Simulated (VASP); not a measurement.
# MgO (Periclase) (Fm-3m) in VASP: further runs, part 2 of 2

VASP 6.6.1. Earlier steps stand in the parts before.

## Step 4: Single point, r2SCAN

Input file POSCAR:

```
MgO
1.0
    0.0000000000      2.1268522575      2.1268522575
    2.1268522575      0.0000000000      2.1268522575
    2.1268522575      2.1268522575      0.0000000000
Mg O
1 1
Direct
    0.0000000000      0.0000000000      0.0000000000
    0.5000000000      0.5000000000      0.5000000000
```

Input file INCAR.step1:

```
PREC = Accurate ; ENCUT = 660
ISMEAR = 0 ; SIGMA = 0.02
LREAL = F ; LASPH = T
NELM = 120 ; NBANDS = 11
GGA = PE ; ALGO = Normal
EDIFF = 1E-5 ; LWAVE = T
LCHARG = F ; GGA_COMPAT = F
```

Input file INCAR.step2:

```
PREC = Accurate ; ENCUT = 660
EDIFF = 1E-6 ; ISMEAR = 0
SIGMA = 0.02 ; LREAL = F
LASPH = T ; NELM = 120
ALGO = Normal ; ISIF = 2
LWAVE = F ; LCHARG = F
METAGGA = R2SCAN ; LMIXTAU = T
NBANDS = 11 ; ISTART = 1
GGA_COMPAT = F
```

Input file KPOINTS:

```
regular mesh
0
Gamma
  10 10 10
```

Potentials or basis: VASP PAW PBE potentials, release 64 (Mg, O).

The run is started by

```
> cat potpaw_PBE.64/Mg/POTCAR potpaw_PBE.64/O/POTCAR > POTCAR
> cp INCAR.step1 INCAR
> mpirun -np 1 vasp_std > vasp.out
> cp INCAR.step2 INCAR
> mpirun -np 1 vasp_std > vasp.out
```

OUTCAR:

```text
PREC = Accurate
   ENCUT = 660
   EDIFF = 1E-6
   ISMEAR = 0
   LREAL = F
   LASPH = T
   NELM = 120
   ISIF = 2
   METAGGA = R2SCAN
   ISTART = 1

 ion  position               nearest neighbor table
   1  0.000  0.000  0.000-   2 2.13   2 2.13   2 2.13   2 2.13   2 2.13   2 2.13
   2  0.500  0.500  0.500-   1 2.13   1 2.13   1 2.13   1 2.13   1 2.13   1 2.13

  LATTYP: Found a face centered cubic cell.
 ALAT       =     4.2537045150

  Lattice vectors:

 A1 = (   0.0000000000,   2.1268522575,   2.1268522575)
 A2 = (   2.1268522575,   0.0000000000,   2.1268522575)
 A3 = (   2.1268522575,   2.1268522575,   0.0000000000)

Analysis of symmetry for initial positions (statically):
=====================================================================
 Subroutine PRICEL returns:
 Original cell was already a primitive cell.

 Routine SETGRP: Setting up the symmetry group for a
 face centered cubic supercell.

 Subroutine GETGRP returns: Found 48 space group operations
 (whereof 48 operations were pure point group operations)
 out of a pool of 48 trial point group operations.

[... 164 lines left out ...]

 val. band max:        2.5602200275   @ k =   0.0000   0.0000   0.0000
 cond. band min:       7.8749633867   @ k =   0.0000   0.0000   0.0000
 fundamental gap:      5.3147433593
 Fermi energy:         2.7586132675

 k-point     1 :       0.0000    0.0000    0.0000
  band No.  band energies     occupation
      1     -15.4904      2.00000
      2       2.5602      2.00000
      3       2.5602      2.00000
      4       2.5602      2.00000
      5       7.8750      0.00000
      6      19.2242      0.00000
      7      19.2242      0.00000
      8      19.2242      0.00000
      9      23.2867      0.00000
     10      25.0222      0.00000
     11      25.0223      0.00000
[... 309 lines left out ...]
 k-point    24 :       0.4000    0.3000    0.0000
  band No.  band energies     occupation
      1     -14.3511      2.00000
      2      -0.9184      2.00000
      3       1.2846      2.00000
      4       1.4910      2.00000
      5      12.8500      0.00000
      6      13.5934      0.00000
      7      17.0100      0.00000
      8      21.6339      0.00000
      9      21.8490      0.00000
     10      28.4724      0.00000
     11      30.4225      0.00000

 [... further k-points ...]
[... 5 lines left out ...]
  --------------------------------------------------------------------------------------
  -------------------------------------------------------------------------------------
  Total       -0.8207974     -0.8207974     -0.8207974      0.0000000     -0.0000000     -0.0000000
  in kB      -68.3446586    -68.3446586    -68.3446586      0.0000000     -0.0000000     -0.0000000
  external PRESSURE =     -68.3446586 kB  Pullay stress =       0.0000000 kB

 VOLUME and BASIS-vectors are now :
 -----------------------------------------------------------------------------
  energy-cutoff  :      660.00
  volume of cell :       19.24
      direct lattice vectors                 reciprocal lattice vectors
     0.000000000  2.126852257  2.126852257    -0.235089202  0.235089202  0.235089202
     2.126852257  0.000000000  2.126852257     0.235089202 -0.235089202  0.235089202
     2.126852257  2.126852257  0.000000000     0.235089202  0.235089202 -0.235089202

 POSITION                                       TOTAL-FORCE (eV/Angst)
 -----------------------------------------------------------------------------------
      0.00000      0.00000      0.00000         0.000000     -0.000000     -0.000000
      2.12685      2.12685      2.12685        -0.000000      0.000000      0.000000
 -----------------------------------------------------------------------------------
    total drift:                                0.000000      0.000000      0.000000

  FREE ENERGIE OF THE ION-ELECTRON SYSTEM (eV)
  ---------------------------------------------------
  free  energy   TOTEN  =       -16.1516830781 eV

  energy  without entropy=      -16.1516830781  energy(sigma->0) =      -16.15168308
```

OUTCAR.step1:

```text
PREC = Accurate
   ENCUT = 660
   ISMEAR = 0
   LREAL = F
   LASPH = T
[... 557 lines left out ...]
 -----------------------------------------------------------------------------------
      0.00000      0.00000      0.00000        -0.000000     -0.000000     -0.000000
      2.12685      2.12685      2.12685         0.000000      0.000000      0.000000
 -----------------------------------------------------------------------------------
    total drift:                                0.000000      0.000000      0.000000

  FREE ENERGIE OF THE ION-ELECTRON SYSTEM (eV)
  ---------------------------------------------------
  free  energy   TOTEN  =       -11.9171361792 eV

  energy  without entropy=      -11.9171361792  energy(sigma->0) =      -11.91713618
```

Run time: 77 s. Hardware: 1 thread of Intel Xeon 6975P-C, shared host; peak memory 0.17 GiB.

Results:

```
Free energy            : -16.1517 eV
Pressure               : -6.8 GPa
Band gap on the k mesh : 5.31 eV, direct
```

Caveat: the PAW data sets were made with another functional, which shifts forces and pressure a little. r2SCAN opens gaps a little over a GGA but as a rule still falls short of measured ones.

## Step 5: Against experiment

Step 2. Measured gap of MgO: 7.83 eV (quoted in “Electronic structure of alkaline earth and post-transition metal oxides”, 2009, arxiv:0908.1581). This calculation gives 4.45 eV (-3.38 eV). The value is that of PBE, without temperature or zero-point motion. Semilocal functionals fall short of measured gaps as a rule.

Step 3. A measured gap of MgO is 7.83 eV (quoted in “Electronic structure of alkaline earth and post-transition metal oxides”, 2009, arxiv:0908.1581); the calculated 4.45 eV misses it by -3.38 eV. The value is that of PBE, without temperature or zero-point motion. Semilocal functionals fall short of measured gaps as a rule.
